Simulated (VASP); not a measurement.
The system is CdS.

```
Cd S
1.0
     3.99802    0.00000    0.00000
    -1.99901    3.46238    0.00000
     0.00000    0.00000    6.49537
Cd S
2 2
Direct
  0.33333 0.66667 0.99909
  0.66667 0.33333 0.49909
  0.33333 0.66667 0.37591
  0.66667 0.33333 0.87591
```

This cell differs from its parent crystal: strain -4.0%.

Base run:

```yaml
Program: VASP 6.6.1
Functional: PBE
Potentials_or_basis: VASP PAW PBE potentials, release 64 (Cd, S)
Cutoff: 520 eV
k_mesh: 12 × 12 × 4
Occupations: fermi-dirac, width 0.02 eV
Spin: no spin polarisation
```

Its results: band gap on the k mesh 1.46 eV; pressure 11.5 GPa; largest force 0.004 eV/Å.

**Question.** The run is repeated on the same cell with these changes: functional from PBE to r2SCAN; occupations from fermi-dirac, width 0.02 eV to gaussian, width 0.01 eV. What comes out?

**Answer.** Band gap on the k mesh 1.92 eV; pressure 10.2 GPa; largest force 0.003 eV/Å.

Caveats: the cell stands under pressure; the PAW data sets were made with another functional, which shifts forces and pressure a little (at least some runs).

A k mesh can miss the band edges.
